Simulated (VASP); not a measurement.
Write the native input for VASP 6.6.1 that does the following.

```yaml
Task: single point
Functional: PBEsol
Potentials_or_basis: VASP PAW PBE potentials, release 64 (Zr_sv)
Cutoff: 520 eV
k_mesh: 14 × 14 × 14
Occupations: fermi-dirac, width 0.1 eV
Spin: no spin polarisation
Dipole_correction: no
Further_INCAR_settings: ALGO = Normal; EDIFF = 1e-07; NBANDS = 12
```

The structure of Zr lies in POSCAR:

```
Zr
1.0
   -1.7630477005      1.7630477005      1.7630477005
    1.7630477005     -1.7630477005      1.7630477005
    1.7630477005      1.7630477005     -1.7630477005
Zr
1
Direct
    0.0000000000      0.0000000000      0.0000000000
```

The input as run:

INCAR

```
SYSTEM = Zr
PREC = Accurate
ENCUT = 520
EDIFF = 1E-7
ISMEAR = -1
SIGMA = 0.1
LREAL = .False.
LASPH = .True.
NELM = 100
ALGO = Normal
ISIF = 2
LWAVE = .False.
LCHARG = .False.
GGA = PS
NBANDS = 12
```

KPOINTS

```
Automatic mesh
0
Gamma
  14 14 14
  0 0 0
```

Potentials or basis: VASP PAW PBE potentials, release 64 (Zr_sv).

Run with:

```bash
$ cat potpaw_PBE.64/Zr_sv/POTCAR > POTCAR
$ mpirun -np 1 vasp_std > vasp.out
```

Results of the run:

The pressure is -0.1 GPa and the band gap on the k mesh is zero (band 6 reaches 10.40 eV, above the bottom of band 7 at 8.60 eV).

Caveat: the PAW data sets were made with another functional, which shifts forces and pressure a little.

Run time: 6.8 s on 1 thread of Intel(R) Xeon(R) 6975P-C (Granite Rapids), on a shared host, peak memory 0.15 GiB.
